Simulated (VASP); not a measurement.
A run of VASP 6.6.1:

The input POSCAR:

```
PtSe2
1.0
    3.7240000000      0.0000000000      0.0000000000
   -1.8620000000      3.2250786037      0.0000000000
    0.0000000000      0.0000000000      5.0620000000
Pt Se
1 2
Direct
    0.0000000000      0.0000000000      0.0000000000
    0.6666666667      0.3333333333      0.7500000000
    0.3333333333      0.6666666667      0.2500000000
```

Contents of INCAR.step1:

```
  ALGO = Normal
  EDIFF = 1E-5
  ENCUT = 520
  GGA = PE
  ISIF = 2
  ISMEAR = -1
  LASPH = True
  LCHARG = False
  LREAL = False
  LWAVE = True
  NBANDS = 18
  NELM = 60
  PREC = Accurate
  SIGMA = 0.05
```

The input INCAR.step2:

```
  AEXX = 0.25
  ALGO = Normal
  EDIFF = 1E-6
  ENCUT = 520
  GGA = PS
  HFSCREEN = 0.207
  ISIF = 2
  ISMEAR = -1
  ISTART = 1
  LASPH = True
  LCHARG = False
  LHFCALC = True
  LREAL = False
  LWAVE = False
  NBANDS = 18
  NELM = 60
  PREC = Accurate
  PRECFOCK = Normal
  SIGMA = 0.05
```

KPOINTS

```
k-points
0
Gamma
  4 4 3
```

Potentials or basis: VASP PAW PBE potentials, release 64 (Pt, Se).

Command:

```bash
$ cat potpaw_PBE.64/Pt/POTCAR potpaw_PBE.64/Se/POTCAR > POTCAR
$ cp INCAR.step1 INCAR
$ mpirun -np 1 vasp_std > vasp.out
$ cp INCAR.step2 INCAR
$ mpirun -np 1 vasp_std > vasp.out
```

Hardware: 1 thread of Intel Xeon 8259CL (shared host).

Question: How long does it take, and how much memory?

Answer: Wall time 24 min on 1 thread of Intel Xeon 8259CL, on a shared host, peak memory 0.3 GiB. Counts: k points 9.
